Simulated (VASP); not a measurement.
# BP (rocksalt type) (Fm-3m) in VASP: further runs

The runs below take BP (rocksalt type) through single point, with PBE.

Program: VASP 6.6.1. These are calculated values, not measurements. Logs are shortened: lines on timing, memory, paths and dates and some standing lists are left out, and cuts for length are marked.

### 1 The cell of the first run

It takes space group Fm-3m (No. 225, cubic). The conventional cell has a = 4.319 Å, b = 4.319 Å, c = 4.319 Å, α = 90.00°, β = 90.00°, γ = 90.00°. Within 2.9 Å of B (site symmetry m-3m) lie 6 P at 2.16 Å. P (site symmetry m-3m) has 6 B at 2.16 Å within 2.9 Å.

### 2 Single point, PBE (10.07 Å³/atom)

Contents of INCAR:

```
PREC     = Accurate       # precision mode
ENCUT    = 500            # plane-wave cutoff, eV
EDIFF    = 1E-6           # SCF threshold, eV
ISMEAR   = -1             # smearing method
SIGMA    = 0.05           # smearing width, eV
LREAL    = False          # projectors in reciprocal space
LASPH    = True           # aspherical terms in the spheres
NELM     = 120            # most SCF steps
ALGO     = Normal         # electronic algorithm
ISIF     = 2              # what is computed and relaxed
LWAVE    = False          # write WAVECAR
LCHARG   = True           # write CHGCAR
GGA      = PE             # functional
LELF     = True           # ELF
LVHAR    = True         
NBANDS   = 11             # bands
GGA_COMPAT= False
```

Contents of KPOINTS:

```
regular mesh
0
Gamma
  15 15 15
```

Contents of POSCAR:

```
BP
1.0
    0.0000000000      2.1597423707      2.1597423707
    2.1597423707      0.0000000000      2.1597423707
    2.1597423707      2.1597423707      0.0000000000
B P
1 1
Direct
    0.0000000000      0.0000000000      0.0000000000
    0.5000000000      0.5000000000      0.5000000000
```

Potentials or basis: VASP PAW PBE potentials, release 64 (B, P).

Command:

```console
$ cat potpaw_PBE.64/B/POTCAR potpaw_PBE.64/P/POTCAR > POTCAR
$ mpirun -np 1 vasp_std > vasp.out
```

OUTCAR:

```text
PREC = Accurate
   ENCUT = 500
   EDIFF = 1E-6
   ISMEAR = -1
   LREAL = False
   LASPH = True
   NELM = 120
   ISIF = 2
   GGA = PE

 ion  position               nearest neighbor table
   1  0.000  0.000  0.000-   2 2.16   2 2.16   2 2.16   2 2.16   2 2.16   2 2.16
   2  0.500  0.500  0.500-   1 2.16   1 2.16   1 2.16   1 2.16   1 2.16   1 2.16

  LATTYP: Found a face centered cubic cell.
 ALAT       =     4.3194847414

  Lattice vectors:

 A1 = (   0.0000000000,   2.1597423707,   2.1597423707)
 A2 = (   2.1597423707,   0.0000000000,   2.1597423707)
 A3 = (   2.1597423707,   2.1597423707,   0.0000000000)

Analysis of symmetry for initial positions (statically):
=====================================================================
 Subroutine PRICEL returns:
 Original cell was already a primitive cell.

 Routine SETGRP: Setting up the symmetry group for a
 face centered cubic supercell.

 Subroutine GETGRP returns: Found 48 space group operations
 (whereof 48 operations were pure point group operations)
 out of a pool of 48 trial point group operations.

The static configuration has the point symmetry O_h .

Analysis of symmetry for dynamics (positions and initial velocities):
=====================================================================
 Subroutine PRICEL returns:
 Original cell was already a primitive cell.

 Routine SETGRP: Setting up the symmetry group for a
 face centered cubic supercell.

 Subroutine GETGRP returns: Found 48 space group operations
 (whereof 48 operations were pure point group operations)
 out of a pool of 48 trial point group operations.

The dynamic configuration has the point symmetry O_h .

 Subroutine INISYM returns: Found 48 space group operations
 (whereof 48 operations are pure point group operations),
 and found     1 'primitive' translations

----------------------------------------------------------------------------------------

                                     Primitive cell

  volume of cell :      20.1482

  direct lattice vectors                    reciprocal lattice vectors
     0.000000000  2.159742371  2.159742371    -0.231509094  0.231509094  0.231509094
     2.159742371  0.000000000  2.159742371     0.231509094 -0.231509094  0.231509094
     2.159742371  2.159742371  0.000000000     0.231509094  0.231509094 -0.231509094

  length of vectors
     3.054336952  3.054336952  3.054336952     0.400985514  0.400985514  0.400985514

  position of ions in fractional coordinates (direct lattice)
     0.000000000  0.000000000  0.000000000
     0.500000000  0.500000000  0.500000000

  ion indices of the primitive-cell ions
   primitive index   ion index
                 1           1
                 2           2

----------------------------------------------------------------------------------------

 KPOINTS: regular mesh

Automatic generation of k-mesh.
 Grid dimensions read from file:
 generate k-points for:   15   15   15

 Generating k-lattice:

  Cartesian coordinates                     Fractional coordinates (reciprocal lattice)
    -0.015433940  0.015433940  0.015433940     0.066666667  0.000000000  0.000000000
     0.015433940 -0.015433940  0.015433940     0.000000000  0.066666667  0.000000000
     0.015433940  0.015433940 -0.015433940     0.000000000  0.000000000  0.066666667

  Length of vectors
     0.026732368  0.026732368  0.026732368

  Shift w.r.t. Gamma in fractional coordinates (k-lattice)
     0.000000000  0.000000000  0.000000000

 Subroutine IBZKPT returns following result:
 ===========================================

 Found    120 irreducible k-points:

 Following reciprocal coordinates:
            Coordinates               Weight
  0.000000  0.000000  0.000000      1.000000
  0.066667  0.000000  0.000000      8.000000
  0.133333  0.000000  0.000000      8.000000
  0.200000  0.000000  0.000000      8.000000
  0.266667  0.000000  0.000000      8.000000
  0.333333  0.000000  0.000000      8.000000
[... 16 lines left out ...]
  0.133333  0.133333  0.000000      6.000000
  0.200000  0.133333  0.000000     24.000000
 [... further k-points ...]
   k-points           NKPTS =    120   k-points in BZ     NKDIM =    120   number of bands    NBANDS=     11
   number of dos      NEDOS =    301   number of ions     NIONS =      2
   total plane-waves  NPLWV =  13824
   dimension x,y,z NGX =    24 NGY =   24 NGZ =   24
   dimension x,y,z NGXF=    48 NGYF=   48 NGZF=   48
   ions per type =               1   1
   NGX,Y,Z   is equivalent  to a cutoff of  13.06, 13.06, 13.06 a.u.
   NGXF,Y,Z  is equivalent  to a cutoff of  26.13, 26.13, 26.13 a.u.
 SYSTEM =  unknown system
   PREC   = accura    normal or accurate (medium, high low for compatibility)
   ISTART =      0    job   : 0-new  1-cont  2-samecut
   ICHARG =      2    charge: 1-file 2-atom 10-const
   ISPIN  =      1    spin polarized calculation?
   LNONCOLLINEAR =      F non collinear calculations
   LSORBIT =      F    spin-orbit coupling
   LASPH  =      T    aspherical Exc in radial PAW
   ENCUT  =  500.0 eV  36.75 Ry    6.06 a.u.   5.57  5.57  5.57*2*pi/ulx,y,z
   NELM   =    120;   NELMIN=  2; NELMDL= -5     # of ELM steps
   EDIFF  = 0.1E-05   stopping-criterion for ELM
   LREAL  =      F    real-space projection
   EDIFFG = 0.1E-04   stopping-criterion for IOM
   NSW    =      0    number of steps for IOM
   IBRION =     -1    ionic relax: 0-MD 1-quasi-New 2-CG
   NFREE  =      0    steps in history (QN), initial steepest desc. (CG)
   ISIF   =      2    stress and relaxation
   ISYM   =      2    0-nonsym 1-usesym 2-fastsym
   POTIM  = 0.5000    time-step for ionic-motion
   TEBEG  =    0.0;   TEEND  =   0.0 temperature during run
   PSTRESS=    0.0 pullay stress
   NELECT =       8.0000    total number of electrons
   NUPDOWN=      -1.0000    fix difference up-down
   EMIN   =  10.00;   EMAX   =-10.00  energy-range for DOS
   EFERMI =   0.00;   METHOD = LEGACY
   ISMEAR =    -1;   SIGMA  =   0.05  broadening in eV -4-tet -1-fermi 0-gaus
   EFERMI_NEDOS =   21; number of points for ismear=-14 and -15
   IALGO  =     38    algorithm
   IMIX   =      4    mixing-type and parameters
     AMIX     =   0.40;   BMIX     =  1.00
     AMIX_MAG =   1.60;   BMIX_MAG =  1.00
  volume/ion in A,a.u.               =      10.07        67.98
  Fermi-wavevector in a.u.,A,eV,Ry     =   1.203260  2.273832 19.698992  1.447835
  Thomas-Fermi vector in A             =   2.339019
   LORBIT       =      0    0 simple, 1 ext, 2 COOP (PROOUT), +10 PAW based schemes
   GGA     = PE    functional components
   LHFCALC =     F    Hartree Fock is set to
   AEXX    =    0.0000 exact exchange contribution
   IVDW    =     0    specifies the selected vdW correction
   LEPSILON=     F    determine dielectric tensor
   LRPA    =     F    only Hartree local field effects (RPA)
 non-spin polarized calculation
  energy-cutoff  :      500.00
  volume of cell :       20.15
 maximum number of plane-waves:       533
   NGX = 11   NGY = 11   NGZ = 11

 number of electron       7.9999999 magnetization

 Free energy of the ion-electron system (eV)
  ---------------------------------------------------
  ext. energy  EPLUGINS =         0.00000000
  ---------------------------------------------------
  free energy    TOTEN  =       -10.80174254 eV

  energy without entropy =      -10.79465847  energy(sigma->0) =      -10.79820051

 E-fermi :   9.6873     XC(G=0): -11.9424

 val. band max:        9.6849987173   @ k =   0.0667   0.0000   0.0000
 cond. band min:       9.6904914129   @ k =   0.1333   0.0667   0.0000
 fundamental gap:      0.0054926956
 Fermi energy:         9.6873090722

 k-point     1 :       0.0000    0.0000    0.0000
  band No.  band energies     occupation
      1      -7.2057      2.00000
      2       9.7148      0.73209
      3       9.7148      0.73209
      4       9.7148      0.73209
      5      16.2207      0.00000
      6      17.6300      0.00000
      7      17.6300      0.00000
      8      17.6300      0.00000
      9      18.3273      0.00000
     10      18.3273      0.00000
     11      18.3273      0.00000

 k-point     2 :       0.0667    0.0000    0.0000
  band No.  band energies     occupation
      1      -7.1110      2.00000
      2       9.0938      1.99999
      3       9.6850      1.02310
      4       9.6850      1.02310
      5      16.3671      0.00000
      6      17.5571      0.00000
      7      17.5571      0.00000
      8      17.7456      0.00000
      9      17.8512      0.00000
     10      17.8512      0.00000
     11      18.2732      0.00000

 k-point     3 :       0.1333    0.0000    0.0000
  band No.  band energies     occupation
      1      -6.8274      2.00000
      2       7.6313      2.00000
      3       9.6174      1.60378
      4       9.6174      1.60378
      5      16.2014      0.00000
      6      16.2014      0.00000
      7      16.2346      0.00000
      8      17.9604      0.00000
      9      18.4910      0.00000
     10      18.4910      0.00000
     11      18.6281      0.00000

 k-point     4 :       0.2000    0.0000    0.0000
  band No.  band energies     occupation
      1      -6.3571      2.00000
      2       5.8516      2.00000
      3       9.5619      1.84929
      4       9.5619      1.84929
      5      14.8548      0.00000
      6      14.8548      0.00000
      7      15.8431      0.00000
      8      17.6985      0.00000
      9      19.4932      0.00000
     10      19.4932      0.00000
     11      19.7985      0.00000

 k-point     5 :       0.2667    0.0000    0.0000
  band No.  band energies     occupation
      1      -5.7045      2.00000
      2       4.0168      2.00000
      3       9.5701      1.82499
      4       9.5701      1.82499
      5      13.6347      0.00000
      6      13.6347      0.00000
      7      15.4518      0.00000
      8      17.3900      0.00000
      9      20.7908      0.00000
     10      20.7908      0.00000
     11      21.1146      0.00000
[... 211 lines left out ...]
 k-point    21 :      -0.1333    0.0667    0.0000
  band No.  band energies     occupation
      1      -6.6073      2.00000
      2       7.0753      2.00000
      3       8.5934      2.00000
      4      10.1766      0.00011
      5      14.6385      0.00000
      6      15.7662      0.00000
      7      16.8233      0.00000
      8      18.0419      0.00000
      9      18.3892      0.00000
     10      18.5284      0.00000
     11      20.3150      0.00000

 k-point    22 :      -0.0667    0.0667    0.0000
  band No.  band energies     occupation
      1      -6.9533      2.00000
      2       8.5194      2.00000
      3       9.0126      2.00000
      4       9.9607      0.00841
      5      16.0944      0.00000
      6      16.4184      0.00000
      7      17.3345      0.00000
      8      17.5521      0.00000
      9      17.9002      0.00000
     10      18.5279      0.00000
     11      18.9489      0.00000

 k-point    23 :       0.1333    0.1333    0.0000
  band No.  band energies     occupation
      1      -6.7008      2.00000
      2       8.5695      2.00000
      3       8.5695      2.00000
      4       8.9545      2.00000
      5      13.5165      0.00000
      6      16.0285      0.00000
      7      17.6601      0.00000
      8      18.7246      0.00000
      9      18.7246      0.00000
     10      19.7629      0.00000
     11      19.7629      0.00000

 k-point    24 :       0.2000    0.1333    0.0000
  band No.  band energies     occupation
      1      -6.3549      2.00000
      2       7.2192      2.00000
      3       8.1764      2.00000
      4       9.2627      1.99959
      5      12.1301      0.00000
      6      15.7732      0.00000
      7      18.0005      0.00000
      8      18.1682      0.00000
      9      18.8235      0.00000
     10      20.8281      0.00000
     11      20.9095      0.00000

 [... further k-points ...]

------------------------ aborting loop because EDIFF is reached ----------------------------------------

  FORCE on cell =-STRESS in cart. coord.  units (eV):
  Direction    XX          YY          ZZ          XY          YZ          ZX
  --------------------------------------------------------------------------------------
  -------------------------------------------------------------------------------------
  Total        0.0042493      0.0042493      0.0042493     -0.0000000     -0.0000000      0.0000000
  in kB        0.3379006      0.3379006      0.3379006     -0.0000000     -0.0000000      0.0000000
  external PRESSURE =       0.3379006 kB  Pullay stress =       0.0000000 kB

 VOLUME and BASIS-vectors are now :
 -----------------------------------------------------------------------------
  energy-cutoff  :      500.00
  volume of cell :       20.15
      direct lattice vectors                 reciprocal lattice vectors
     0.000000000  2.159742371  2.159742371    -0.231509094  0.231509094  0.231509094
     2.159742371  0.000000000  2.159742371     0.231509094 -0.231509094  0.231509094
     2.159742371  2.159742371  0.000000000     0.231509094  0.231509094 -0.231509094

 POSITION                                       TOTAL-FORCE (eV/Angst)
 -----------------------------------------------------------------------------------
      0.00000      0.00000      0.00000         0.000000     -0.000000     -0.000000
      2.15974      2.15974      2.15974        -0.000000      0.000000      0.000000
 -----------------------------------------------------------------------------------
    total drift:                                0.000000     -0.000000     -0.000000

  FREE ENERGIE OF THE ION-ELECTRON SYSTEM (eV)
  ---------------------------------------------------
  free  energy   TOTEN  =       -10.8017425434 eV

  energy  without entropy=      -10.7946584744  energy(sigma->0) =      -10.79820051
```

It took 18 s on 1 thread of Intel Xeon 8259CL, shared host; peak memory 0.15 GiB.

Results:

```
Free energy            : -10.8017 eV
Pressure               : 0.0 GPa
Band gap on the k mesh : zero (bands 4 and 5 overlap by 4.19 eV)
```

### 3 Single point, PBE

Contents of INCAR:

```
SYSTEM = BP
PREC     = Accurate       ! precision mode
ENCUT    = 500            ! plane-wave cutoff, eV
EDIFF    = 1E-6           ! SCF threshold, eV
ISMEAR   = -1             ! smearing method
SIGMA    = 0.05           ! smearing width, eV
LREAL    = .False.        ! projectors in reciprocal space
LASPH    = .True.         ! aspherical terms in the spheres
NELM     = 120            ! most SCF steps
ALGO     = Normal         ! electronic algorithm
ISIF     = 2              ! what is computed and relaxed
LWAVE    = .False.        ! write WAVECAR
LCHARG   = .False.        ! write CHGCAR
GGA      = PE             ! functional
NBANDS   = 11             ! bands
GGA_COMPAT= .False.
```

Contents of KPOINTS:

```
Automatic mesh
0
Gamma
  15 15 15
  0 0 0
```

POSCAR is that of step 2.

Potentials or basis: VASP PAW PBE potentials, release 64 (B, P).

Command:

```console
$ cat potpaw_PBE.64/B/POTCAR potpaw_PBE.64/P/POTCAR > POTCAR
$ mpirun -np 1 vasp_std > vasp.out
```

Wall time 16 s (1 thread of Intel Xeon 8259CL, shared host); peak memory 0.14 GiB.

The run converged. Its results:

```
Free energy            : -10.8017 eV
Pressure               : 0.0 GPa
Band gap on the k mesh : zero (bands 4 and 5 overlap by 4.19 eV)
```

Levels at points of the mesh, in eV from the Fermi level:
| k point | band 1 | band 2 | band 3 | band 4 | band 5 | band 6 | band 7 | band 8 | band 9 |
| --- | --- | --- | --- | --- | --- | --- | --- | --- | --- |
| (0.00, 0.00, 0.00) | -16.89 | 0.03 | 0.03 | 0.03 | 6.53 | 7.94 | 7.94 | 7.94 | 8.64 |

(Part 1 of 2 ends here.)
